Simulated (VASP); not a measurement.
Write the native input for VASP 6.6.1 that does the following.

```yaml
Task: single point
Functional: r2SCAN
Potentials_or_basis: VASP PAW PBE potentials, release 64 (Sn_d, Se)
Cutoff: 550 eV
k_mesh: 6 × 6 × 6
Occupations: gaussian, width 0.01 eV
Spin: no spin polarisation
Dipole_correction: no
Further_INCAR_settings: ALGO = Normal; EDIFF = 1e-06; NBANDS = 17
```

Crystal: SnSe.

```xyz
2
Lattice="0.0000 2.9849 2.9849 2.9849 0.0000 2.9849 2.9849 2.9849 0.0000" Properties=species:S:1:pos:R:3 pbc="T T T"
Sn    0.0000    0.0000    0.0000
Se    2.9849    2.9849    2.9849
```

One way to write it, as run:

POSCAR

```
SnSe
1.0
    0.0000000000      2.9848894944      2.9848894944
    2.9848894944      0.0000000000      2.9848894944
    2.9848894944      2.9848894944      0.0000000000
Sn Se
1 1
Direct
    0.0000000000      0.0000000000      0.0000000000
    0.5000000000      0.5000000000      0.5000000000
```

INCAR.step1

```
SYSTEM = SnSe
PREC     = Accurate       ! precision mode
ENCUT    = 550            ! plane-wave cutoff, eV
ISMEAR   = 0              ! smearing method
SIGMA    = 0.01           ! smearing width, eV
LREAL    = .False.        ! projectors in reciprocal space
LASPH    = .True.         ! aspherical terms in the spheres
NELM     = 120            ! most SCF steps
NBANDS   = 17             ! bands
GGA      = PE             ! functional
ALGO     = Normal         ! electronic algorithm
EDIFF    = 1E-5           ! SCF threshold, eV
LWAVE    = .True.         ! write WAVECAR
LCHARG   = .False.        ! write CHGCAR
GGA_COMPAT= .False.
```

INCAR.step2

```
SYSTEM = SnSe
PREC     = Accurate       ! precision mode
ENCUT    = 550            ! plane-wave cutoff, eV
EDIFF    = 1E-6           ! SCF threshold, eV
ISMEAR   = 0              ! smearing method
SIGMA    = 0.01           ! smearing width, eV
LREAL    = .False.        ! projectors in reciprocal space
LASPH    = .True.         ! aspherical terms in the spheres
NELM     = 120            ! most SCF steps
ALGO     = Normal         ! electronic algorithm
ISIF     = 2              ! what is computed and relaxed
LWAVE    = .False.        ! write WAVECAR
LCHARG   = .False.        ! write CHGCAR
METAGGA  = R2SCAN         ! meta-GGA
LMIXTAU  = .True.       
NBANDS   = 17             ! bands
ISTART   = 1            
GGA_COMPAT= .False.
```

KPOINTS

```
regular mesh
0
Gamma
  6 6 6
  0 0 0
```

Potentials or basis: VASP PAW PBE potentials, release 64 (Sn_d, Se).

Command:

```sh
$ cat potpaw_PBE.64/Sn_d/POTCAR potpaw_PBE.64/Se/POTCAR > POTCAR
$ cp INCAR.step1 INCAR
$ mpirun -np 1 vasp_std > vasp.out
$ cp INCAR.step2 INCAR
$ mpirun -np 1 vasp_std > vasp.out
```

It gave:

```
Pressure               : 0.9 GPa
Band gap on the k mesh : 0.57 eV
```

Caveat: semilocal functionals underestimate gaps, and a narrow one can read as zero; the PAW data sets were made with another functional, which shifts forces and pressure a little; spin-orbit coupling is left out, which moves the levels of the heavy elements.

It took 26 s on 1 thread of Intel(R) Xeon(R) 6975P-C (Granite Rapids) (shared host), peak memory 0.19 GiB.
